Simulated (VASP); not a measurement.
# Hf2ZrTe6 (R-3) in VASP: single point with PBE

Aim: the single point of Hf2ZrTe6 with PBE.

Program: VASP 6.6.1. These are calculated values, not measurements. Logs are shortened: lines on timing, memory, paths and dates and some standing lists are left out, and cuts for length are marked.

### Step 1. The cell of the first run

The structure is trigonal, space group R-3 (No. 148). Conventional cell: a = 6.895 Å, b = 6.895 Å, c = 21.481 Å, α = 90.00°, β = 90.00°, γ = 120.00°. Within 3.8 Å of Zr (site symmetry -3) lie 6 Te at 2.92 Å. Within 3.8 Å of Hf (site symmetry 3) lie 6 Te at 2.90 Å. Within 3.8 Å of Te (site symmetry 1) lie 2 Hf at 2.90 Å and 1 Zr at 2.92 Å.

### Step 2. Single point, PBE

Input file INCAR:

```
SYSTEM = Hf2ZrTe6
PREC = Accurate
ENCUT = 520
EDIFF = 1E-6
ISMEAR = 0
SIGMA = 0.1
LREAL = .FALSE.
LASPH = .TRUE.
NELM = 100
ALGO = Normal
ISIF = 2
LWAVE = .FALSE.
LCHARG = .FALSE.
GGA = PE
NBANDS = 44
```

Input file KPOINTS:

```
Automatic mesh
0
G
  6 6 6
  0 0 0
```

Input file POSCAR:

```
Hf2ZrTe6
1.0
    3.4474326403      1.9903761628      7.1603052796
   -3.4474326403      1.9903761628      7.1603052796
    0.0000000000     -3.9807523257      7.1603052796
Zr Hf Te
1 2 6
Direct
    0.0000000000      0.0000000000      0.0000000000
    0.3333537673      0.3333537673      0.3333537673
    0.6666462327      0.6666462327      0.6666462327
    0.0826812021      0.7472974835      0.4181892329
    0.4181892329      0.0826812021      0.7472974835
    0.7472974835      0.4181892329      0.0826812021
    0.9173187979      0.2527025165      0.5818107671
    0.2527025165      0.5818107671      0.9173187979
    0.5818107671      0.9173187979      0.2527025165
```

Potentials or basis: VASP PAW PBE potentials, release 64 (Zr_sv, Hf_pv, Te).

On the command line:

```bash
> cat potpaw_PBE.64/Zr_sv/POTCAR potpaw_PBE.64/Hf_pv/POTCAR potpaw_PBE.64/Te/POTCAR > POTCAR
> mpirun -np 1 vasp_std > vasp.out
```

OUTCAR:

```text
SYSTEM = Hf2ZrTe6
   PREC = Accurate
   ENCUT = 520
   EDIFF = 1E-6
   ISMEAR = 0
   LREAL = .FALSE.
   LASPH = .TRUE.
   NELM = 100
   ISIF = 2
   GGA = PE

 ion  position               nearest neighbor table
   1  0.000  0.000  0.000-   5 2.92   9 2.92   7 2.92   4 2.92   8 2.92   6 2.92
   2  0.333  0.333  0.333-   6 2.90   5 2.90   4 2.90   7 2.90   8 2.90   9 2.90
   3  0.667  0.667  0.667-   8 2.90   9 2.90   7 2.90   4 2.90   6 2.90   5 2.90
   4  0.083  0.747  0.418-   2 2.90   3 2.90   1 2.92
   5  0.418  0.083  0.747-   2 2.90   3 2.90   1 2.92
   6  0.747  0.418  0.083-   2 2.90   3 2.90   1 2.92
   7  0.917  0.253  0.582-   3 2.90   2 2.90   1 2.92
   8  0.253  0.582  0.917-   3 2.90   2 2.90   1 2.92
   9  0.582  0.917  0.253-   3 2.90   2 2.90   1 2.92

  LATTYP: Found a trigonal (rhomboedric) cell.
 ALAT       =     8.1924575541
 COS(alpha) =     0.6458451659

  Lattice vectors:

 A1 = (   3.4474326403,   1.9903761628,   7.1603052796)
 A2 = (  -3.4474326403,   1.9903761628,   7.1603052796)
 A3 = (   0.0000000000,  -3.9807523257,   7.1603052796)

Analysis of symmetry for initial positions (statically):
=====================================================================
 Subroutine PRICEL returns:
 Original cell was already a primitive cell.

 Routine SETGRP: Setting up the symmetry group for a
 trigonal (rhombohedral) supercell.

 Subroutine GETGRP returns: Found  6 space group operations
 (whereof  6 operations were pure point group operations)
 out of a pool of 12 trial point group operations.

The static configuration has the point symmetry S_6 .

Analysis of symmetry for dynamics (positions and initial velocities):
=====================================================================
 Subroutine PRICEL returns:
 Original cell was already a primitive cell.

 Routine SETGRP: Setting up the symmetry group for a
 trigonal (rhombohedral) supercell.

 Subroutine GETGRP returns: Found  6 space group operations
 (whereof  6 operations were pure point group operations)
 out of a pool of 12 trial point group operations.

The dynamic configuration has the point symmetry S_6 .

 Subroutine INISYM returns: Found  6 space group operations
 (whereof  6 operations are pure point group operations),
 and found     1 'primitive' translations

----------------------------------------------------------------------------------------

                                     Primitive cell

  volume of cell :     294.7907

  direct lattice vectors                    reciprocal lattice vectors
     3.447432640  1.990376163  7.160305280     0.145035466  0.083736265  0.046552950
    -3.447432640  1.990376163  7.160305280    -0.145035466  0.083736265  0.046552950
     0.000000000 -3.980752326  7.160305280     0.000000000 -0.167472531  0.046552950

  length of vectors
     8.192457554  8.192457554  8.192457554     0.173822397  0.173822397  0.173822397

  position of ions in fractional coordinates (direct lattice)
     0.000000000  0.000000000  0.000000000
     0.333353767  0.333353767  0.333353767
     0.666646233  0.666646233  0.666646233
     0.082681202  0.747297483  0.418189233
     0.418189233  0.082681202  0.747297483
     0.747297483  0.418189233  0.082681202
     0.917318798  0.252702517  0.581810767
     0.252702517  0.581810767  0.917318798
     0.581810767  0.917318798  0.252702517

  ion indices of the primitive-cell ions
   primitive index   ion index
                 1           1
                 2           2
                 3           3
                 4           4
                 5           5
                 6           6
                 7           7
                 8           8
                 9           9

----------------------------------------------------------------------------------------

 KPOINTS: Automatic mesh

Automatic generation of k-mesh.
 Grid dimensions read from file:
 generate k-points for:    6    6    6

 Generating k-lattice:

  Cartesian coordinates                     Fractional coordinates (reciprocal lattice)
     0.024172578  0.013956044  0.007758825     0.166666667 -0.000000000  0.000000000
    -0.024172578  0.013956044  0.007758825    -0.000000000  0.166666667  0.000000000
     0.000000000 -0.027912088  0.007758825     0.000000000  0.000000000  0.166666667

  Length of vectors
     0.028970400  0.028970400  0.028970400

  Shift w.r.t. Gamma in fractional coordinates (k-lattice)
     0.000000000  0.000000000  0.000000000

 Subroutine IBZKPT returns following result:
 ===========================================

 Found     40 irreducible k-points:

 Following reciprocal coordinates:
            Coordinates               Weight
  0.000000  0.000000  0.000000      1.000000
  0.166667  0.000000  0.000000      6.000000
  0.333333  0.000000  0.000000      6.000000
  0.500000  0.000000  0.000000      3.000000
  0.166667  0.166667  0.000000      6.000000
  0.333333  0.166667  0.000000      6.000000
[... 16 lines left out ...]
  0.333333  0.333333  0.166667      6.000000
  0.500000  0.333333  0.166667      6.000000
 [... further k-points ...]
   k-points           NKPTS =     40   k-points in BZ     NKDIM =     40   number of bands    NBANDS=     44
   number of dos      NEDOS =    301   number of ions     NIONS =      9
   total plane-waves  NPLWV = 262144
   dimension x,y,z NGX =    64 NGY =   64 NGZ =   64
   dimension x,y,z NGXF=   128 NGYF=  128 NGZF=  128
   ions per type =               1   2   6
   NGX,Y,Z   is equivalent  to a cutoff of  12.99, 12.99, 12.99 a.u.
   NGXF,Y,Z  is equivalent  to a cutoff of  25.97, 25.97, 25.97 a.u.
 SYSTEM =  Hf2ZrTe6
   PREC   = accura    normal or accurate (medium, high low for compatibility)
   ISTART =      0    job   : 0-new  1-cont  2-samecut
   ICHARG =      2    charge: 1-file 2-atom 10-const
   ISPIN  =      1    spin polarized calculation?
   LNONCOLLINEAR =      F non collinear calculations
   LSORBIT =      F    spin-orbit coupling
   LASPH  =      T    aspherical Exc in radial PAW
   ENCUT  =  520.0 eV  38.22 Ry    6.18 a.u.  15.23 15.23 15.23*2*pi/ulx,y,z
   NELM   =    100;   NELMIN=  2; NELMDL= -5     # of ELM steps
   EDIFF  = 0.1E-05   stopping-criterion for ELM
   LREAL  =      F    real-space projection
   EDIFFG = 0.1E-04   stopping-criterion for IOM
   NSW    =      0    number of steps for IOM
   IBRION =     -1    ionic relax: 0-MD 1-quasi-New 2-CG
   NFREE  =      0    steps in history (QN), initial steepest desc. (CG)
   ISIF   =      2    stress and relaxation
   ISYM   =      2    0-nonsym 1-usesym 2-fastsym
   POTIM  = 0.5000    time-step for ionic-motion
   TEBEG  =    0.0;   TEEND  =   0.0 temperature during run
   PSTRESS=    0.0 pullay stress
   NELECT =      68.0000    total number of electrons
   NUPDOWN=      -1.0000    fix difference up-down
   EMIN   =  10.00;   EMAX   =-10.00  energy-range for DOS
   EFERMI =   0.00;   METHOD = LEGACY
   ISMEAR =     0;   SIGMA  =   0.10  broadening in eV -4-tet -1-fermi 0-gaus
   EFERMI_NEDOS =   21; number of points for ismear=-14 and -15
   IALGO  =     38    algorithm
   IMIX   =      4    mixing-type and parameters
     AMIX     =   0.40;   BMIX     =  1.00
     AMIX_MAG =   1.60;   BMIX_MAG =  1.00
  volume/ion in A,a.u.               =      32.75       221.04
  Fermi-wavevector in a.u.,A,eV,Ry     =   1.004014  1.897312 13.715280  1.008045
  Thomas-Fermi vector in A             =   2.136603
   LORBIT       =      0    0 simple, 1 ext, 2 COOP (PROOUT), +10 PAW based schemes
   GGA     = PE    functional components
   LHFCALC =     F    Hartree Fock is set to
   AEXX    =    0.0000 exact exchange contribution
   IVDW    =     0    specifies the selected vdW correction
   LEPSILON=     F    determine dielectric tensor
   LRPA    =     F    only Hartree local field effects (RPA)
 non-spin polarized calculation
 Gauss-broadening in eV      SIGMA  =   0.10
  energy-cutoff  :      520.00
  volume of cell :      294.79
 maximum number of plane-waves:      7966
 NGX is ok and might be reduce to    64
   NGX = 31   NGY = 31   NGZ = 31

 number of electron      68.0000000 magnetization

 Free energy of the ion-electron system (eV)
  ---------------------------------------------------
  ext. energy  EPLUGINS =         0.00000000
  ---------------------------------------------------
  free energy    TOTEN  =       -54.87150973 eV

  energy without entropy =      -54.86386812  energy(sigma->0) =      -54.86768892

 E-fermi :   4.9539     XC(G=0):  -9.1008

 val. band max:        4.9111222676   @ k =  -0.3333   0.1667   0.1667
 cond. band min:       4.9928831325   @ k =  -0.3333   0.3333   0.0000
 fundamental gap:      0.0817608649
 Fermi energy:         4.9538778566

 k-point     1 :       0.0000    0.0000    0.0000
  band No.  band energies     occupation
      1     -44.8000      2.00000
      2     -26.6738      2.00000
      3     -26.6738      2.00000
      4     -26.6447      2.00000
      5     -26.6447      2.00000
      6     -26.6162      2.00000
[... 36 lines left out ...]
     43       6.8924      0.00000
     44       8.5192      0.00000

 k-point     2 :       0.1667    0.0000    0.0000
  band No.  band energies     occupation
      1     -44.8000      2.00000
      2     -26.6745      2.00000
      3     -26.6724      2.00000
      4     -26.6461      2.00000
      5     -26.6440      2.00000
      6     -26.6155      2.00000
[... 36 lines left out ...]
     43       7.2446      0.00000
     44       8.1384      0.00000

 k-point     3 :       0.3333    0.0000    0.0000
  band No.  band energies     occupation
      1     -44.8000      2.00000
      2     -26.6758      2.00000
      3     -26.6689      2.00000
      4     -26.6496      2.00000
      5     -26.6428      2.00000
      6     -26.6139      2.00000
[... 976 lines left out ...]
     43       7.2805      0.00000
     44       8.1135      0.00000

 k-point    24 :       0.5000    0.3333    0.1667
  band No.  band energies     occupation
      1     -44.8000      2.00000
      2     -26.6756      2.00000
      3     -26.6696      2.00000
      4     -26.6489      2.00000
      5     -26.6429      2.00000
      6     -26.6144      2.00000
[... 36 lines left out ...]
     43       7.4083      0.00000
     44       8.0244      0.00000

 [... further k-points ...]
[... 5 lines left out ...]
  --------------------------------------------------------------------------------------
  -------------------------------------------------------------------------------------
  Total       -0.1673002     -0.1673002     -0.1000137      0.0000000      0.0000000     -0.0000000
  in kB       -0.9092711     -0.9092711     -0.5435711      0.0000002      0.0000000     -0.0000000
  external PRESSURE =      -0.7873711 kB  Pullay stress =       0.0000000 kB

 VOLUME and BASIS-vectors are now :
 -----------------------------------------------------------------------------
  energy-cutoff  :      520.00
  volume of cell :      294.79
      direct lattice vectors                 reciprocal lattice vectors
     3.447432640  1.990376163  7.160305280     0.145035466  0.083736265  0.046552950
    -3.447432640  1.990376163  7.160305280    -0.145035466  0.083736265  0.046552950
     0.000000000 -3.980752326  7.160305280     0.000000000 -0.167472531  0.046552950

 POSITION                                       TOTAL-FORCE (eV/Angst)
 -----------------------------------------------------------------------------------
      0.00000      0.00000      0.00000         0.000000      0.000000     -0.000000
      0.00000     -0.00000      7.16074         0.000000     -0.000000      0.000036
      0.00000     -0.00000     14.32017         0.000000      0.000000     -0.000036
     -2.29122     -0.01274      8.93726         0.008639     -0.014941     -0.005709
      1.15664     -1.97789      8.93726         0.008620      0.014952     -0.005709
      1.13458      1.99062      8.93726        -0.017259     -0.000011     -0.005709
      2.29122      0.01274     12.54365        -0.008639      0.014941      0.005709
     -1.13458     -1.99062     12.54365         0.017259      0.000011      0.005709
     -1.15664      1.97789     12.54365        -0.008620     -0.014952      0.005709
 -----------------------------------------------------------------------------------
    total drift:                               -0.000000     -0.000000      0.000000

  FREE ENERGIE OF THE ION-ELECTRON SYSTEM (eV)
  ---------------------------------------------------
  free  energy   TOTEN  =       -54.8715097258 eV

  energy  without entropy=      -54.8638681206  energy(sigma->0) =      -54.86768892
```

Run time: 16 min. Hardware: 1 thread of Intel Xeon Platinum 8375C at 2.90GHz (Ice Lake), shared host; peak memory 0.84 GiB.

What came out:

```
Free energy            : -54.8715 eV
Pressure               : -0.1 GPa
Largest force          : 0.018 eV/Å
Band gap on the k mesh : zero (band 34 reaches 5.35 eV, above the bottom of band 35 at 4.83 eV)
```

Forces in eV/Å, atoms in the order of the input:
```
Zr   0.000  0.000  0.000
Hf   0.000  0.000  0.000
Hf   0.000  0.000  0.000
Te   0.009 -0.015 -0.006
Te   0.009  0.015 -0.006
Te  -0.017  0.000 -0.006
Te  -0.009  0.015  0.006
Te   0.017  0.000  0.006
Te  -0.009 -0.015  0.006
```

Caveat: spin-orbit coupling is left out, which moves the levels of the heavy elements.
